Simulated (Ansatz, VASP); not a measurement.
## ZnSnN2 in VASP and in Ansatz

```
Zn Sn N
1.0
     4.05232    0.00000    0.00000
    -2.02616    3.50942    0.00000
     0.00000    0.00000    4.79445
Zn Sn N
1 1 2
Direct
  0.00000 0.00000 0.00000
  0.66667 0.33333 0.00000
  0.00000 0.00000 0.63770
  0.00000 0.00000 0.36230
```

Alike in both runs: task relaxation of cell and atoms; functional PBE; k mesh 6 × 6 × 4; occupations gaussian, width 0.1 eV; no spin polarisation.

|  | VASP | Ansatz |
| --- | --- | --- |
| version | VASP 6.6.1 | Ansatz 0.2.0 |
| potentials or method | VASP PAW PBE potentials, release 64 (Zn, Sn_d, N), cutoff 600 eV | scalar-relativistic, plane waves, PAW |
| valence electrons in the cell | 36 | 36 |

VASP gave:

- gap on the k mesh at the Fermi level, each at its own relaxed structure (eV): none
- relaxed volume (Å³/atom): 28.64
- relaxed cell length with the largest relative difference (Å): 6.338

Task: Estimate Ansatz's values.

Result: gap on the k mesh at the Fermi level, each at its own relaxed structure (eV): none; relaxed volume (Å³/atom): 40.77; relaxed cell length with the largest relative difference (Å): 9.088.

A gap of «none» marks a metal or a gap that the smearing closes. One of these differences is far larger than is usual between the two programs; its cause wasn't traced.

Noted on VASP's run: the volume moved by over 15 % at a fixed basis, so the end points are rough.
